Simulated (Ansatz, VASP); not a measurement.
One calculation of Ta, two programs

Contents of INCAR:

```
PREC     = Accurate       # precision mode
ENCUT    = 520            # plane-wave cutoff, eV
EDIFF    = 1E-7           # SCF threshold, eV
ISMEAR   = -1             # smearing method
SIGMA    = 0.6            # smearing width, eV
LREAL    = False          # projectors in reciprocal space
LASPH    = True           # aspherical terms in the spheres
NELM     = 100            # most SCF steps
ALGO     = Normal         # electronic algorithm
ISIF     = 2              # what is computed and relaxed
LWAVE    = False          # write WAVECAR
LCHARG   = True           # write CHGCAR
GGA      = PE             # functional
LELF     = True           # ELF
LVHAR    = True         
NBANDS   = 12             # bands
```

Contents of KPOINTS:

```
Automatic mesh
0
Gamma
  13 13 13
```

Contents of POSCAR:

```
Ta
1.0
   -1.6607181506      1.6607181506      1.6607181506
    1.6607181506     -1.6607181506      1.6607181506
    1.6607181506      1.6607181506     -1.6607181506
Ta
1
Direct
    0.0000000000      0.0000000000      0.0000000000
```

Input for Ansatz:

```yaml
crystal:
  lattice:
    - [-1.6607181506, 1.6607181506, 1.6607181506]
    - [1.6607181506, -1.6607181506, 1.6607181506]
    - [1.6607181506, 1.6607181506, -1.6607181506]
  atoms:
    - { symbol: Ta, position: [0.0, 0.0, 0.0] }
hamiltonian:
  xc: pbe
  pseudopotentials:
    kind: paw
    azcp:
      Ta: "pseudopotentials/Ta.paw.azcp"
basis:
  ecutwfc: 420
  fft_grid_basis: typed
kpoints:
  mp_grid: { grid: [13, 13, 13], shift: [0, 0, 0] }
magnetization:
  spin_polarized: false
scf:
  occupations: { method: fermi_dirac, width: 0.6 }
  lower_state_search: "off"
output:
  stress: true
```

Alike in both runs: task single point; functional PBE; k mesh 13 × 13 × 13; occupations fermi-dirac, width 0.6 eV; no spin polarisation.

```csv
,VASP,Ansatz
version,VASP 6.6.1,Ansatz 0.2.0
potentials or method,"VASP PAW PBE potentials, release 64 (Ta_pv), cutoff 520 eV","plane waves (420 eV) with PAW, scalar-relativistic"
valence electrons in the cell,11,13
```

Ansatz gave:

| Property | Result |
| --- | --- |
| pressure (GPa) | 5.0 |

Q: Estimate VASP's values.

A: Pressure (GPa): 5.1.

VASP's potentials hold 11 valence electrons a cell and Ansatz's 13, so a difference there can come from the potentials and not from the codes.

Neither program's run includes spin-orbit coupling.
